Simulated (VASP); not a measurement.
# P3C (Fm-3m) in VASP: single point with PBE

Aim: the single point of P3C with PBE.

Program: VASP 6.6.1. These are calculated values, not measurements. Logs are shortened: lines on timing, memory, paths and dates and some standing lists are left out, and cuts for length are marked.

### 1 The cell of the first run

Symmetry: Fm-3m, No. 225, cubic system. Conventional cell: a = 6.735 Å, b = 6.735 Å, c = 6.735 Å, α = 90.00°, β = 90.00°, γ = 90.00°. Within 3.8 Å of P (site symmetry -43m) lie 10 P at 2.92 to 3.37 Å and 4 C at 2.92 Å. P (site symmetry m-3m) has 8 P at 2.92 Å and 6 C at 3.37 Å within 3.8 Å. Within 3.8 Å of C (site symmetry m-3m) lie 14 P at 2.92 to 3.37 Å.

### 2 Single point, PBE

INCAR

```
  PREC = Accurate
  ENCUT = 600
  EDIFF = 1E-6
  ISMEAR = 0
  SIGMA = 0.1
  LREAL = F
  LASPH = T
  NELM = 120
  ALGO = Normal
  ISIF = 2
  LWAVE = F
  LCHARG = F
  GGA = PE
  NBANDS = 18
  GGA_COMPAT = F
```

KPOINTS

```
Automatic mesh
0
Gamma
  4 4 4
```

POSCAR

```
P3C
1.0
    0.0000000000      3.3674280500      3.3674280500
    3.3674280500      0.0000000000      3.3674280500
    3.3674280500      3.3674280500      0.0000000000
P C
3 1
Direct
    0.2500000000      0.2500000000      0.2500000000
    0.7500000000      0.7500000000      0.7500000000
    0.5000000000      0.5000000000      0.5000000000
    0.0000000000      0.0000000000      0.0000000000
```

Potentials or basis: VASP PAW PBE potentials, release 64 (P, C).

Run with:

```
$ cat potpaw_PBE.64/P/POTCAR potpaw_PBE.64/C/POTCAR > POTCAR
$ mpirun -np 1 vasp_std > vasp.out
```

OUTCAR:

```text
PREC = Accurate
   ENCUT = 600
   EDIFF = 1E-6
   ISMEAR = 0
   LREAL = F
   LASPH = T
   NELM = 120
   ISIF = 2
   GGA = PE

 ion  position               nearest neighbor table
   1  0.250  0.250  0.250-   3 2.92   3 2.92   3 2.92   3 2.92
   2  0.750  0.750  0.750-   3 2.92   3 2.92   3 2.92   3 2.92
   3  0.500  0.500  0.500-   1 2.92   1 2.92   1 2.92   1 2.92   2 2.92   2 2.92   2 2.92   2 2.92

   4  0.000  0.000  0.000-

  LATTYP: Found a face centered cubic cell.
 ALAT       =     6.7348561000

  Lattice vectors:

 A1 = (   0.0000000000,   3.3674280500,   3.3674280500)
 A2 = (   3.3674280500,   0.0000000000,   3.3674280500)
 A3 = (   3.3674280500,   3.3674280500,   0.0000000000)

Analysis of symmetry for initial positions (statically):
=====================================================================
 Subroutine PRICEL returns:
 Original cell was already a primitive cell.

 Routine SETGRP: Setting up the symmetry group for a
 face centered cubic supercell.

 Subroutine GETGRP returns: Found 48 space group operations
 (whereof 48 operations were pure point group operations)
 out of a pool of 48 trial point group operations.

The static configuration has the point symmetry O_h .

Analysis of symmetry for dynamics (positions and initial velocities):
=====================================================================
 Subroutine PRICEL returns:
 Original cell was already a primitive cell.

 Routine SETGRP: Setting up the symmetry group for a
 face centered cubic supercell.

 Subroutine GETGRP returns: Found 48 space group operations
 (whereof 48 operations were pure point group operations)
 out of a pool of 48 trial point group operations.

The dynamic configuration has the point symmetry O_h .

 Subroutine INISYM returns: Found 48 space group operations
 (whereof 48 operations are pure point group operations),
 and found     1 'primitive' translations

----------------------------------------------------------------------------------------

                                     Primitive cell

  volume of cell :      76.3704

  direct lattice vectors                    reciprocal lattice vectors
     0.000000000  3.367428050  3.367428050    -0.148481272  0.148481272  0.148481272
     3.367428050  0.000000000  3.367428050     0.148481272 -0.148481272  0.148481272
     3.367428050  3.367428050  0.000000000     0.148481272  0.148481272 -0.148481272

  length of vectors
     4.762262419  4.762262419  4.762262419     0.257177107  0.257177107  0.257177107

  position of ions in fractional coordinates (direct lattice)
     0.250000000  0.250000000  0.250000000
     0.750000000  0.750000000  0.750000000
     0.500000000  0.500000000  0.500000000
     0.000000000  0.000000000  0.000000000

  ion indices of the primitive-cell ions
   primitive index   ion index
                 1           1
                 2           2
                 3           3
                 4           4

----------------------------------------------------------------------------------------

 KPOINTS: Automatic mesh

Automatic generation of k-mesh.
 Grid dimensions read from file:
 generate k-points for:    4    4    4

 Generating k-lattice:

  Cartesian coordinates                     Fractional coordinates (reciprocal lattice)
    -0.037120318  0.037120318  0.037120318     0.250000000  0.000000000  0.000000000
     0.037120318 -0.037120318  0.037120318     0.000000000  0.250000000  0.000000000
     0.037120318  0.037120318 -0.037120318     0.000000000  0.000000000  0.250000000

  Length of vectors
     0.064294277  0.064294277  0.064294277

  Shift w.r.t. Gamma in fractional coordinates (k-lattice)
     0.000000000  0.000000000  0.000000000

 Subroutine IBZKPT returns following result:
 ===========================================

 Found      8 irreducible k-points:

 Following reciprocal coordinates:
            Coordinates               Weight
  0.000000  0.000000  0.000000      1.000000
  0.250000  0.000000  0.000000      8.000000
  0.500000  0.000000  0.000000      4.000000
  0.250000  0.250000  0.000000      6.000000
  0.500000  0.250000  0.000000     24.000000
 -0.250000  0.250000  0.000000     12.000000
  0.500000  0.500000  0.000000      3.000000
 -0.250000  0.500000  0.250000      6.000000
   k-points           NKPTS =      8   k-points in BZ     NKDIM =      8   number of bands    NBANDS=     18
   number of dos      NEDOS =    301   number of ions     NIONS =      4
   total plane-waves  NPLWV =  64000
   dimension x,y,z NGX =    40 NGY =   40 NGZ =   40
   dimension x,y,z NGXF=    80 NGYF=   80 NGZF=   80
   ions per type =               3   1
   NGX,Y,Z   is equivalent  to a cutoff of  13.96, 13.96, 13.96 a.u.
   NGXF,Y,Z  is equivalent  to a cutoff of  27.93, 27.93, 27.93 a.u.
 SYSTEM =  unknown system
   PREC   = accura    normal or accurate (medium, high low for compatibility)
   ISTART =      0    job   : 0-new  1-cont  2-samecut
   ICHARG =      2    charge: 1-file 2-atom 10-const
   ISPIN  =      1    spin polarized calculation?
   LNONCOLLINEAR =      F non collinear calculations
   LSORBIT =      F    spin-orbit coupling
   LASPH  =      T    aspherical Exc in radial PAW
   ENCUT  =  600.0 eV  44.10 Ry    6.64 a.u.   9.51  9.51  9.51*2*pi/ulx,y,z
   NELM   =    120;   NELMIN=  2; NELMDL= -5     # of ELM steps
   EDIFF  = 0.1E-05   stopping-criterion for ELM
   LREAL  =      F    real-space projection
   EDIFFG = 0.1E-04   stopping-criterion for IOM
   NSW    =      0    number of steps for IOM
   IBRION =     -1    ionic relax: 0-MD 1-quasi-New 2-CG
   NFREE  =      0    steps in history (QN), initial steepest desc. (CG)
   ISIF   =      2    stress and relaxation
   ISYM   =      2    0-nonsym 1-usesym 2-fastsym
   POTIM  = 0.5000    time-step for ionic-motion
   TEBEG  =    0.0;   TEEND  =   0.0 temperature during run
   PSTRESS=    0.0 pullay stress
   NELECT =      19.0000    total number of electrons
   NUPDOWN=      -1.0000    fix difference up-down
   EMIN   =  10.00;   EMAX   =-10.00  energy-range for DOS
   EFERMI =   0.00;   METHOD = LEGACY
   ISMEAR =     0;   SIGMA  =   0.10  broadening in eV -4-tet -1-fermi 0-gaus
   EFERMI_NEDOS =   21; number of points for ismear=-14 and -15
   IALGO  =     38    algorithm
   IMIX   =      4    mixing-type and parameters
     AMIX     =   0.40;   BMIX     =  1.00
     AMIX_MAG =   1.60;   BMIX_MAG =  1.00
  volume/ion in A,a.u.               =      19.09       128.84
  Fermi-wavevector in a.u.,A,eV,Ry     =   1.029638  1.945733 14.424264  1.060153
  Thomas-Fermi vector in A             =   2.163695
   LORBIT       =      0    0 simple, 1 ext, 2 COOP (PROOUT), +10 PAW based schemes
   GGA     = PE    functional components
   LHFCALC =     F    Hartree Fock is set to
   AEXX    =    0.0000 exact exchange contribution
   IVDW    =     0    specifies the selected vdW correction
   LEPSILON=     F    determine dielectric tensor
   LRPA    =     F    only Hartree local field effects (RPA)
 non-spin polarized calculation
 Gauss-broadening in eV      SIGMA  =   0.10
  energy-cutoff  :      600.00
  volume of cell :       76.37
 maximum number of plane-waves:      2637
 NGX is ok and might be reduce to    40
   NGX = 19   NGY = 19   NGZ = 19

 number of electron      19.0000002 magnetization

 Free energy of the ion-electron system (eV)
  ---------------------------------------------------
  ext. energy  EPLUGINS =         0.00000000
  ---------------------------------------------------
  free energy    TOTEN  =       -16.13006715 eV

  energy without entropy =      -16.09482153  energy(sigma->0) =      -16.11244434

 E-fermi :   4.1977     XC(G=0):  -9.8960

 val. band max:        4.1218209122   @ k =   0.2500   0.0000   0.0000
 cond. band min:       4.2003156502   @ k =  -0.2500   0.2500   0.0000
 fundamental gap:      0.0784947380
 Fermi energy:         4.1976892997

 k-point     1 :       0.0000    0.0000    0.0000
  band No.  band energies     occupation
      1      -8.5344      2.00000
      2      -3.5515      2.00000
      3      -3.5012      2.00000
      4      -1.6554      2.00000
      5       2.2235      2.00000
      6       2.2235      2.00000
[... 10 lines left out ...]
     17       9.4037      0.00000
     18       9.4037      0.00000

 k-point     2 :       0.2500    0.0000    0.0000
  band No.  band energies     occupation
      1      -8.0194      2.00000
      2      -4.4598      2.00000
      3      -3.6900      2.00000
      4      -2.4870      2.00000
      5       1.3632      2.00000
      6       1.3632      2.00000
[... 10 lines left out ...]
     17      11.0977      0.00000
     18      11.0977      0.00000

 k-point     3 :       0.5000    0.0000    0.0000
  band No.  band energies     occupation
      1      -6.7601      2.00000
      2      -6.2613      2.00000
      3      -3.4632      2.00000
      4      -3.3832      2.00000
      5       1.2120      2.00000
      6       1.2120      2.00000
[... 10 lines left out ...]
     17      13.5435      0.00000
     18      13.5435      0.00000

 k-point     4 :       0.2500    0.2500    0.0000
  band No.  band energies     occupation
      1      -7.8470      2.00000
      2      -4.1380      2.00000
      3      -3.9865      2.00000
      4      -3.1059      2.00000
      5       0.2265      2.00000
      6       0.2265      2.00000
[... 10 lines left out ...]
     17      10.1717      0.00000
     18      12.5040      0.00000

 k-point     5 :       0.5000    0.2500    0.0000
  band No.  band energies     occupation
      1      -6.7113      2.00000
      2      -5.4591      2.00000
      3      -4.3527      2.00000
      4      -3.9855      2.00000
      5       0.0231      2.00000
      6       1.1698      2.00000
[... 10 lines left out ...]
     17      12.4190      0.00000
     18      13.1150      0.00000

 k-point     6 :      -0.2500    0.2500    0.0000
  band No.  band energies     occupation
      1      -7.1898      2.00000
      2      -4.8948      2.00000
      3      -4.6621      2.00000
      4      -3.3710      2.00000
      5       0.7774      2.00000
      6       1.2756      2.00000
[... 10 lines left out ...]
     17      12.1646      0.00000
     18      13.2254      0.00000

 k-point     7 :       0.5000    0.5000    0.0000
  band No.  band energies     occupation
      1      -5.9706      2.00000
      2      -5.8106      2.00000
      3      -4.5826      2.00000
      4      -4.2628      2.00000
      5      -0.4787      2.00000
      6      -0.4787      2.00000
[... 10 lines left out ...]
     17      11.9339      0.00000
     18      12.3383      0.00000

 k-point     8 :      -0.2500    0.5000    0.2500
  band No.  band energies     occupation
      1      -5.5858      2.00000
      2      -5.4173      2.00000
      3      -5.4173      2.00000
      4      -4.7378      2.00000
      5       0.8954      2.00000
      6       1.5519      2.00000
[... 10 lines left out ...]
     17      13.2271      0.00000
     18      13.2295      0.00000

------------------------ aborting loop because EDIFF is reached ----------------------------------------

  FORCE on cell =-STRESS in cart. coord.  units (eV):
  Direction    XX          YY          ZZ          XY          YZ          ZX
  --------------------------------------------------------------------------------------
  -------------------------------------------------------------------------------------
  Total       -9.6287034     -9.6287034     -9.6287034     -0.0000000     -0.0000000      0.0000000
  in kB     -202.0009539   -202.0009539   -202.0009539     -0.0000000     -0.0000000      0.0000000
  external PRESSURE =    -202.0009539 kB  Pullay stress =       0.0000000 kB

 VOLUME and BASIS-vectors are now :
 -----------------------------------------------------------------------------
  energy-cutoff  :      600.00
  volume of cell :       76.37
      direct lattice vectors                 reciprocal lattice vectors
     0.000000000  3.367428050  3.367428050    -0.148481272  0.148481272  0.148481272
     3.367428050  0.000000000  3.367428050     0.148481272 -0.148481272  0.148481272
     3.367428050  3.367428050  0.000000000     0.148481272  0.148481272 -0.148481272

 POSITION                                       TOTAL-FORCE (eV/Angst)
 -----------------------------------------------------------------------------------
      1.68371      1.68371      1.68371        -0.000000     -0.000000     -0.000000
      5.05114      5.05114      5.05114         0.000000      0.000000      0.000000
      3.36743      3.36743      3.36743        -0.000000     -0.000000      0.000000
      0.00000      0.00000      0.00000        -0.000000     -0.000000     -0.000000
 -----------------------------------------------------------------------------------
    total drift:                               -0.000000      0.000000      0.000000

  FREE ENERGIE OF THE ION-ELECTRON SYSTEM (eV)
  ---------------------------------------------------
  free  energy   TOTEN  =       -16.1300671451 eV

  energy  without entropy=      -16.0948215330  energy(sigma->0) =      -16.11244434
```

Run time: 26 s. Hardware: 1 thread of AMD EPYC 7R13, shared host; peak memory 0.19 GiB.

What came out:

| Item | Value |
| --- | --- |
| Free energy | -16.1301 eV |
| Pressure | -20.2 GPa |

Caveat: the k points lie up to 0.40 Å⁻¹ apart.
